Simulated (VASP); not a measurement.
# CdF2 (Fm-3m) in VASP: a series of runs

The runs below take CdF2 through single point, with PBEsol.

Everything below comes from runs of VASP 6.6.1. Logs are shortened: lines on timing, memory, paths and dates and some standing lists are left out, and cuts for length are marked.

### Step 1. The cell of the first run

Symmetry: Fm-3m, No. 225, cubic system. Conventional cell: a = 5.323 Å, b = 5.323 Å, c = 5.323 Å, α = 90.00°, β = 90.00°, γ = 90.00°. Within 3.0 Å of Cd (site symmetry m-3m) lie 8 F at 2.31 Å. Within 3.0 Å of F (site symmetry -43m) lie 4 Cd at 2.31 Å and 6 F at 2.66 Å.

### Step 2. Single point, PBEsol

Input file INCAR:

```
SYSTEM = CdF2
  PREC = Accurate
  ENCUT = 520
  EDIFF = 1E-6
  ISMEAR = 0
  SIGMA = 0.01
  LREAL = .FALSE.
  LASPH = .TRUE.
  NELM = 80
  ALGO = Normal
  ISIF = 2
  LWAVE = .FALSE.
  LCHARG = .FALSE.
  GGA = PS
  NBANDS = 20
```

Input file KPOINTS:

```
Automatic mesh
0
G
  8 8 8
  0 0 0
```

Input file POSCAR:

```
CdF2
1.0
    2.6616624146      2.6616624146      0.0000000000
   -2.6616624146      2.6616624146      0.0000000000
    0.0000000000      2.6616624146      2.6616624146
Cd F
1 2
Direct
    0.0000000000      0.0000000000      0.0000000000
    0.2500000000      0.7500000000      0.5000000000
    0.7500000000      0.2500000000      0.5000000000
```

Potentials or basis: VASP PAW PBE potentials, release 64 (Cd, F).

The run is started by

```
cat potpaw_PBE.64/Cd/POTCAR potpaw_PBE.64/F/POTCAR > POTCAR
mpirun -np 1 vasp_std > vasp.out
```

OUTCAR:

```text
SYSTEM = CdF2
   PREC = Accurate
   ENCUT = 520
   EDIFF = 1E-6
   ISMEAR = 0
   LREAL = .FALSE.
   LASPH = .TRUE.
   NELM = 80
   ISIF = 2
   GGA = PS

 ion  position               nearest neighbor table
   1  0.000  0.000  0.000-   3 2.31   2 2.31   2 2.31   3 2.31   2 2.31   3 2.31   3 2.31   2 2.31

   2  0.250  0.750  0.500-   1 2.31   1 2.31   1 2.31   1 2.31
   3  0.750  0.250  0.500-   1 2.31   1 2.31   1 2.31   1 2.31

  LATTYP: Found a face centered cubic cell.
 ALAT       =     5.3233248292

  Lattice vectors:

 A1 = (   0.0000000000,   2.6616624146,   2.6616624146)
 A2 = (   2.6616624146,   0.0000000000,   2.6616624146)
 A3 = (   2.6616624146,   2.6616624146,   0.0000000000)

Analysis of symmetry for initial positions (statically):
=====================================================================
 Subroutine PRICEL returns:
 Original cell was already a primitive cell.

 Routine SETGRP: Setting up the symmetry group for a
 face centered cubic supercell.

 Subroutine GETGRP returns: Found 48 space group operations
 (whereof 48 operations were pure point group operations)
 out of a pool of 48 trial point group operations.

The static configuration has the point symmetry O_h .

Analysis of symmetry for dynamics (positions and initial velocities):
=====================================================================
 Subroutine PRICEL returns:
 Original cell was already a primitive cell.

 Routine SETGRP: Setting up the symmetry group for a
 face centered cubic supercell.

 Subroutine GETGRP returns: Found 48 space group operations
 (whereof 48 operations were pure point group operations)
 out of a pool of 48 trial point group operations.

The dynamic configuration has the point symmetry O_h .

 Subroutine INISYM returns: Found 48 space group operations
 (whereof 48 operations are pure point group operations),
 and found     1 'primitive' translations

----------------------------------------------------------------------------------------

                                     Primitive cell

  volume of cell :      37.7128

  direct lattice vectors                    reciprocal lattice vectors
     2.661662415  2.661662415  0.000000000     0.187852523  0.187852523 -0.187852523
    -2.661662415  2.661662415  0.000000000    -0.187852523  0.187852523 -0.187852523
     0.000000000  2.661662415  2.661662415     0.000000000  0.000000000  0.375705046

  length of vectors
     3.764159085  3.764159085  3.764159085     0.325370114  0.325370114  0.375705046

  position of ions in fractional coordinates (direct lattice)
[... 81 lines left out ...]
   EDIFF  = 0.1E-05   stopping-criterion for ELM
   LREAL  =      F    real-space projection
   EDIFFG = 0.1E-04   stopping-criterion for IOM
   NSW    =      0    number of steps for IOM
   IBRION =     -1    ionic relax: 0-MD 1-quasi-New 2-CG
   NFREE  =      0    steps in history (QN), initial steepest desc. (CG)
   ISIF   =      2    stress and relaxation
   ISYM   =      2    0-nonsym 1-usesym 2-fastsym
   POTIM  = 0.5000    time-step for ionic-motion
   TEBEG  =    0.0;   TEEND  =   0.0 temperature during run
   PSTRESS=    0.0 pullay stress
   NELECT =      26.0000    total number of electrons
   NUPDOWN=      -1.0000    fix difference up-down
   EMIN   =  10.00;   EMAX   =-10.00  energy-range for DOS
   EFERMI =   0.00;   METHOD = LEGACY
   ISMEAR =     0;   SIGMA  =   0.01  broadening in eV -4-tet -1-fermi 0-gaus
   EFERMI_NEDOS =   21; number of points for ismear=-14 and -15
   IALGO  =     38    algorithm
   IMIX   =      4    mixing-type and parameters
     AMIX     =   0.40;   BMIX     =  1.00
     AMIX_MAG =   1.60;   BMIX_MAG =  1.00
  volume/ion in A,a.u.               =      12.57        84.83
  Fermi-wavevector in a.u.,A,eV,Ry     =   1.446226  2.732972 28.457552  2.091571
  Thomas-Fermi vector in A             =   2.564319
   LORBIT       =      0    0 simple, 1 ext, 2 COOP (PROOUT), +10 PAW based schemes
   GGA     = PS    functional components
   LHFCALC =     F    Hartree Fock is set to
   AEXX    =    0.0000 exact exchange contribution
   IVDW    =     0    specifies the selected vdW correction
   LEPSILON=     F    determine dielectric tensor
   LRPA    =     F    only Hartree local field effects (RPA)
 non-spin polarized calculation
 Gauss-broadening in eV      SIGMA  =   0.01
  energy-cutoff  :      520.00
  volume of cell :       37.71
 maximum number of plane-waves:      1036
   NGX = 13   NGY = 13   NGZ = 13

 number of electron      26.0000014 magnetization

 Free energy of the ion-electron system (eV)
  ---------------------------------------------------
  ext. energy  EPLUGINS =         0.00000000
  ---------------------------------------------------
  free energy    TOTEN  =       -11.56667148 eV

  energy without entropy =      -11.56667148  energy(sigma->0) =      -11.56667148

 E-fermi :  -1.0476     XC(G=0): -10.9121

 val. band max:       -1.1605576346   @ k =   0.5000   0.5000   0.2500
 cond. band min:       1.8658011814   @ k =   0.0000   0.0000   0.0000
 fundamental gap:      3.0263588160
 Fermi energy:        -1.0475557132

 k-point     1 :       0.0000    0.0000    0.0000
  band No.  band energies     occupation
      1     -22.0915      2.00000
      2     -20.8455      2.00000
      3      -6.9206      2.00000
      4      -6.9206      2.00000
      5      -6.9206      2.00000
      6      -5.5007      2.00000
[... 541 lines left out ...]
     19      17.6063      0.00000
     20      21.1866      0.00000

 [... further k-points ...]

------------------------ aborting loop because EDIFF is reached ----------------------------------------

  FORCE on cell =-STRESS in cart. coord.  units (eV):
  Direction    XX          YY          ZZ          XY          YZ          ZX
  --------------------------------------------------------------------------------------
  -------------------------------------------------------------------------------------
  Total        1.1679164      1.1679164      1.1679164      0.0000000      0.0000000     -0.0000000
  in kB       49.6173343     49.6173343     49.6173343      0.0000000      0.0000000     -0.0000000
  external PRESSURE =      49.6173343 kB  Pullay stress =       0.0000000 kB

 VOLUME and BASIS-vectors are now :
 -----------------------------------------------------------------------------
  energy-cutoff  :      520.00
  volume of cell :       37.71
      direct lattice vectors                 reciprocal lattice vectors
     2.661662415  2.661662415  0.000000000     0.187852523  0.187852523 -0.187852523
    -2.661662415  2.661662415  0.000000000    -0.187852523  0.187852523 -0.187852523
     0.000000000  2.661662415  2.661662415     0.000000000  0.000000000  0.375705046

 POSITION                                       TOTAL-FORCE (eV/Angst)
 -----------------------------------------------------------------------------------
      0.00000      0.00000      0.00000         0.000000      0.000000      0.000000
     -1.33083      3.99249      1.33083        -0.000000     -0.000000     -0.000000
      1.33083      3.99249      1.33083         0.000000      0.000000      0.000000
 -----------------------------------------------------------------------------------
    total drift:                                0.000000      0.000000     -0.000000

  FREE ENERGIE OF THE ION-ELECTRON SYSTEM (eV)
  ---------------------------------------------------
  free  energy   TOTEN  =       -11.5666714776 eV

  energy  without entropy=      -11.5666714776  energy(sigma->0) =      -11.56667148
```

stdout:

```text
POSCAR found type information on POSCAR CdF
 POSCAR found :  2 types and       3 ions
 scaLAPACK will be used
 -----------------------------------------------------------------------------
|                                                                             |
|                                                                             |
|     You enforced a specific xc type in the INCAR file but a different       |
|     I HOPE YOU KNOW WHAT YOU ARE DOING!                                     |
|                                                                             |
 -----------------------------------------------------------------------------

 LDA part: xc-table for (Slater+PW92), standard interpolation
 POSCAR, INCAR and KPOINTS ok, starting setup
 FFT: planning ... GRIDC
 FFT: planning ... GRID_SOFT
 FFT: planning ... GRID
 WAVECAR not read
 entering main loop
```

Run time: 54 s. Hardware: 1 thread of AMD EPYC 7R13, shared host; peak memory 0.14 GiB.

Results:

| Quantity | Value |
| --- | --- |
| Free energy | -11.5667 eV |
| Pressure | 5.0 GPa |
| Band gap on the k mesh | 3.03 eV (least direct gap 3.47 eV) |

Levels at points of the mesh, in eV from the valence-band top:
```csv
k point,band 10,band 11,band 12,band 13,band 14,band 15,band 16,band 17
"(0.00, 0.00, 0.00)",-1.09,-0.44,-0.44,-0.44,3.03,12.66,12.66,12.66
"(0.50, 0.00, 0.00)",-2.02,-2.02,-0.36,-0.36,7.33,9.08,14.63,14.63
"(0.50, 0.50, 0.00)",-3.15,-0.58,-0.10,-0.10,8.17,9.66,11.75,14.43
```

Caveat: the cell stands under pressure; the PAW data sets were made with another functional, which shifts forces and pressure a little.

### Step 3. Single point, PBEsol

This run uses another cell than the first one, of 12.29 Å³/atom.

Input file INCAR:

```
  PREC = Accurate
  ENCUT = 520
  EDIFF = 1E-6
  ISMEAR = 0
  SIGMA = 0.01
  LREAL = F
  LASPH = T
  NELM = 60
  ALGO = Normal
  ISIF = 2
  LWAVE = F
  LCHARG = T
  GGA = PS
  LELF = T
  LVHAR = T
  NBANDS = 20
```

Input file KPOINTS:

```
Automatic mesh
0
Gamma
  8 8 8
```

Input file POSCAR:

```
CdF2
1.0
    2.6418644738      2.6418644738      0.0000000000
   -2.6418644738      2.6418644738      0.0000000000
    0.0000000000      2.6418644738      2.6418644738
Cd F
1 2
Direct
    0.0000000000      0.0000000000      0.0000000000
    0.2500000000      0.7500000000      0.5000000000
    0.7500000000      0.2500000000      0.5000000000
```

Potentials or basis: VASP PAW PBE potentials, release 64 (Cd, F).

The run is started by

```
cat potpaw_PBE.64/Cd/POTCAR potpaw_PBE.64/F/POTCAR > POTCAR
mpirun -np 1 vasp_std > vasp.out
```

It took 54 s on 1 thread of AMD EPYC 7R13, shared host; peak memory 0.13 GiB.

It converged, with:

| Quantity | Value |
| --- | --- |
| Free energy | -11.5309 eV |
| Pressure | 8.1 GPa |
| Band gap on the k mesh | 3.10 eV (least direct gap 3.51 eV) |

Levels at points of the mesh, in eV from the valence-band top:
| k point | band 9 | band 10 | band 11 | band 12 | band 13 | band 14 | band 15 | band 16 | band 17 | band 18 |
| --- | --- | --- | --- | --- | --- | --- | --- | --- | --- | --- |
| (0.00, 0.00, 0.00) | -1.16 | -1.16 | -0.41 | -0.41 | -0.41 | 3.10 | 12.76 | 12.76 | 12.76 | 17.90 |
| (0.50, 0.00, 0.00) | -2.60 | -2.12 | -2.12 | -0.35 | -0.35 | 7.50 | 9.14 | 14.82 | 14.82 | 18.39 |
| (0.50, 0.50, 0.00) | -3.35 | -3.17 | -0.63 | -0.10 | -0.10 | 8.35 | 9.78 | 11.79 | 14.63 | 14.63 |

Caveat: the cell stands under pressure; the PAW data sets were made with another functional, which shifts forces and pressure a little. A k mesh can miss the band edges.

### Step 4. Single point, PBEsol

This run uses another cell than the first one, of 12.78 Å³/atom.

Input file INCAR:

```
SYSTEM = CdF2
ALGO     = Normal         ! electronic algorithm
EDIFF    = 1E-6           ! SCF threshold, eV
ENCUT    = 520            ! plane-wave cutoff, eV
GGA      = PS             ! functional
ISIF     = 2              ! what is computed and relaxed
ISMEAR   = 0              ! smearing method
LASPH    = .True.         ! aspherical terms in the spheres
LCHARG   = .False.        ! write CHGCAR
LREAL    = .False.        ! projectors in reciprocal space
LWAVE    = .False.        ! write WAVECAR
NBANDS   = 20             ! bands
NELM     = 80             ! most SCF steps
PREC     = Accurate       ! precision mode
SIGMA    = 0.01           ! smearing width, eV
```

Input file KPOINTS:

```
k-points
0
Gamma
  8 8 8
  0 0 0
```

Input file POSCAR:

```
CdF2
1.0
    2.6761690194      2.6761690194      0.0000000000
   -2.6761690194      2.6761690194      0.0000000000
    0.0000000000      2.6761690194      2.6761690194
Cd F
1 2
Direct
    0.0000000000      0.0000000000      0.0000000000
    0.2500000000      0.7500000000      0.5000000000
    0.7500000000      0.2500000000      0.5000000000
```

Potentials or basis: VASP PAW PBE potentials, release 64 (Cd, F).

The run is started by

```
cat potpaw_PBE.64/Cd/POTCAR potpaw_PBE.64/F/POTCAR > POTCAR
mpirun -np 1 vasp_std > vasp.out
```

OUTCAR:

```text
SYSTEM = CdF2
   EDIFF = 1E-6
   ENCUT = 520
   GGA = PS
   ISIF = 2
   ISMEAR = 0
   LASPH = .True.
   LREAL = .False.
   NELM = 80
   PREC = Accurate

 ion  position               nearest neighbor table
   1  0.000  0.000  0.000-   2 2.32   3 2.32   2 2.32   3 2.32   3 2.32   2 2.32   3 2.32   2 2.32

   2  0.250  0.750  0.500-   1 2.32   1 2.32   1 2.32   1 2.32
   3  0.750  0.250  0.500-   1 2.32   1 2.32   1 2.32   1 2.32

  LATTYP: Found a face centered cubic cell.
 ALAT       =     5.3523380388
[... 745 lines left out ...]

  FORCE on cell =-STRESS in cart. coord.  units (eV):
  Direction    XX          YY          ZZ          XY          YZ          ZX
  --------------------------------------------------------------------------------------
  -------------------------------------------------------------------------------------
  Total        0.6874337      0.6874337      0.6874337     -0.0000000      0.0000000      0.0000000
  in kB       28.7323256     28.7323256     28.7323256     -0.0000000      0.0000000      0.0000000
  external PRESSURE =      28.7323256 kB  Pullay stress =       0.0000000 kB

 VOLUME and BASIS-vectors are now :
 -----------------------------------------------------------------------------
  energy-cutoff  :      520.00
  volume of cell :       38.33
      direct lattice vectors                 reciprocal lattice vectors
     2.676169019  2.676169019  0.000000000     0.186834238  0.186834238 -0.186834238
    -2.676169019  2.676169019  0.000000000    -0.186834238  0.186834238 -0.186834238
     0.000000000  2.676169019  2.676169019     0.000000000  0.000000000  0.373668476

 POSITION                                       TOTAL-FORCE (eV/Angst)
 -----------------------------------------------------------------------------------
      0.00000      0.00000      0.00000        -0.000000      0.000000      0.000000
     -1.33808      4.01425      1.33808        -0.000000      0.000000      0.000000
      1.33808      4.01425      1.33808         0.000000     -0.000000     -0.000000
 -----------------------------------------------------------------------------------
    total drift:                                0.000000      0.000000     -0.000000

  FREE ENERGIE OF THE ION-ELECTRON SYSTEM (eV)
  ---------------------------------------------------
  free  energy   TOTEN  =       -11.5831723531 eV

  energy  without entropy=      -11.5831723531  energy(sigma->0) =      -11.58317235
```

Run time: 51 s. Hardware: 1 thread of AMD EPYC 7R13, shared host; peak memory 0.13 GiB.

What came out:

* Free energy: -11.5832 eV
* Pressure: 2.9 GPa
* Band gap on the k mesh: 2.97 eV (least direct gap 3.43 eV)

Caveat: the PAW data sets were made with another functional, which shifts forces and pressure a little. A k mesh can miss the band edges.

### Step 5. The runs side by side

```tsv
cell	gap on the mesh (eV)	pressure (GPa)
a = 3.764 Å, angles 60.0, 60.0, 90.0°, 3 atoms	3.03	5.0
a = 3.736 Å, angles 60.0, 60.0, 90.0°, 3 atoms	3.10	8.1
a = 3.785 Å, angles 60.0, 60.0, 90.0°, 3 atoms	2.97	2.9
```

Alike in all rows: task single point; level PBEsol; potentials or basis VASP PAW PBE potentials, release 64 (Cd, F); no spin polarisation; k mesh 8 × 8 × 8; cutoff (eV) 520; smearing gaussian 0.01 eV.

Caveats: the PAW data sets were made with another functional, which shifts forces and pressure a little; the cell stands under pressure (at least some runs).

Absolute energies hang on the potentials; compare differences alone.
